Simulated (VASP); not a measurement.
Input of a VASP 6.6.1 run:

Contents of INCAR:

```
ALGO     = Normal         # electronic algorithm
EDIFF    = 1E-7           # SCF threshold, eV
ENCUT    = 520            # plane-wave cutoff, eV
GGA      = PS             # functional
ISIF     = 2              # what is computed and relaxed
ISMEAR   = -1             # smearing method
LASPH    = T              # aspherical terms in the spheres
LCHARG   = T              # write CHGCAR
LELF     = T              # ELF
LREAL    = F              # projectors in reciprocal space
LVHAR    = T            
LWAVE    = F              # write WAVECAR
NBANDS   = 67             # bands
NELM     = 80             # most SCF steps
PREC     = Accurate       # precision mode
SIGMA    = 0.1            # smearing width, eV
```

File KPOINTS:

```
k-points
0
Gamma
  3 3 4
```

File POSCAR:

```
Pb3F2
1.0
    7.5773060000      0.0000000000      0.0000000000
    0.0000000000      7.5773060000      0.0000000000
    0.0000000000      0.0000000000      4.4221330000
Pb F
6 4
Direct
    0.3714000000      0.8714000000      0.5000000000
    0.1286000000      0.3714000000      0.5000000000
    0.6286000000      0.1286000000      0.5000000000
    0.8714000000      0.6286000000      0.5000000000
    0.0000000000      0.0000000000      0.5000000000
    0.5000000000      0.5000000000      0.5000000000
    0.1734000000      0.6734000000      0.0000000000
    0.3266000000      0.1734000000      0.0000000000
    0.8266000000      0.3266000000      0.0000000000
    0.6734000000      0.8266000000      0.0000000000
```

Potentials or basis: VASP PAW PBE potentials, release 64 (Pb_d, F).

The run is started by

```bash
$ cat potpaw_PBE.64/Pb_d/POTCAR potpaw_PBE.64/F/POTCAR > POTCAR
$ mpirun -np 1 vasp_std > vasp.out
```

Task: What does it give for the band gap on the k mesh?

Result: Zero (bands 56 and 57 overlap by 1.65 eV).

Task: What does it give for the largest force?

Result: 1.760 eV/Å.

Task: Estimate the pressure.

Result: -1.3 GPa.

Stress tensor (GPa, compression positive):
```
 2.03  0.00  0.00
 0.00  2.03  0.00
 0.00  0.00 -7.91
```

Caveat: the stress differs along the axes, from -8 to 2 GPa; the PAW data sets were made with another functional, which shifts forces and pressure a little; spin-orbit coupling is left out, which moves the levels of the heavy elements.
